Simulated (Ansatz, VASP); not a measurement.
One calculation of Se, two programs

```
Se
1.0
    -1.73527    1.73527    1.73527
     1.73527   -1.73527    1.73527
     1.73527    1.73527   -1.73527
Se
1
Cartesian
  0.0000 0.0000 0.0000
```

Alike in both runs: functional RPBE; k mesh 13 × 13 × 13; occupations fermi-dirac, width 0.1 eV; no spin polarisation.

Ansatz relaxed the structure, and its values are those at the end. VASP's run is a single point on that final structure, the one shown.

|  | VASP | Ansatz |
| --- | --- | --- |
| version | VASP 6.6.1 | Ansatz 0.2.0 |
| potentials or method | VASP PAW PBE potentials, release 64 (Se), cutoff 520 eV | plane waves (420 eV) with PAW, scalar-relativistic |
| valence electrons in the cell | 6 | 16 |

|  | VASP | Ansatz | Ansatz less VASP |
| --- | --- | --- | --- |
| pressure (GPa) | -0.1 | 0.0 | +0.05 |

VASP's potentials were made for PBE, not for RPBE. With one functional, cell and mesh, what is left measures potentials, basis and numerics. VASP's potentials hold 6 valence electrons a cell and Ansatz's 16, so a difference there can come from the potentials and not from the codes.
